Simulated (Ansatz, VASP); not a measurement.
**Sn: VASP beside Ansatz**

```xyz
2
Lattice="-2.9401 2.9401 1.5993 2.9401 -2.9401 1.5993 2.9401 2.9401 -1.5993" Properties=species:S:1:pos:R:3 pbc="T T T"
Sn    0.0000    0.0000    0.0000
Sn    0.0000    2.9401    0.7997
```

Alike in both runs: task relaxation of cell and atoms; functional PBE; dispersion D4; k mesh 9 × 9 × 9; occupations fermi-dirac, width 0.05 eV; no spin polarisation.

|  | VASP | Ansatz |
| --- | --- | --- |
| version | VASP 6.6.1 | Ansatz 0.2.0 |
| potentials or method | VASP PAW PBE potentials, release 64 (Sn_d) | Ansatz PAW |
| plane-wave cutoff (eV) | 600 | 420 |
| valence electrons in the cell | 28 | 28 |

Ansatz gave:

- relaxed volume (Å³/atom): 27.18
- relaxed cell length with the largest relative difference (Å): 4.434

Problem. Which values does VASP return?

Solution. Relaxed volume (Å³/atom): 27.17; relaxed cell length with the largest relative difference (Å): 4.435.

Noted on Ansatz's run: the plane-wave basis is chosen anew once the cell has moved, so the energies of steps on either side of that aren't comparable.
